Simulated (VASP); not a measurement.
Input of a VASP 6.6.1 run:

The input INCAR:

```
SYSTEM = Fe
PREC = Accurate ; ENCUT = 690
EDIFF = 1E-6 ; ISMEAR = -1
SIGMA = 0.05 ; LREAL = .False.
LASPH = .True. ; NELM = 200
ALGO = Normal ; ISIF = 2
LWAVE = .False. ; LCHARG = .True.
ISPIN = 2 ; MAGMOM = 1.5 1.5
LORBIT = 11 ; NUPDOWN = 3.0
LMAXMIX = 4 ; GGA = PE
LELF = .True. ; LVHAR = .True.
NBANDS = 27 ; GGA_COMPAT = .False.
```

Contents of KPOINTS:

```
regular mesh
0
Gamma
  10 10 6
  0 0 0
```

The input POSCAR:

```
Fe
1.0
    2.4341575853      0.0000000000      0.0000000000
   -1.2170787927      2.1080423057      0.0000000000
    0.0000000000      0.0000000000      3.8419344700
Fe
2
Direct
    0.6666666667      0.3333333333      0.7500000000
    0.3333333333      0.6666666667      0.2500000000
```

Potentials or basis: VASP PAW PBE potentials, release 64 (Fe_sv).

The run is started by

```sh
$ cat potpaw_PBE.64/Fe_sv/POTCAR > POTCAR
$ mpirun -np 1 vasp_std > vasp.out
```

(1) Predict the pressure.

## Answers

(1) 28.8 GPa.

Caveat: the stress differs along the axes, from 25 to 37 GPa; the total moment is fixed, so each spin has its own Fermi level and the state may be an excited one.
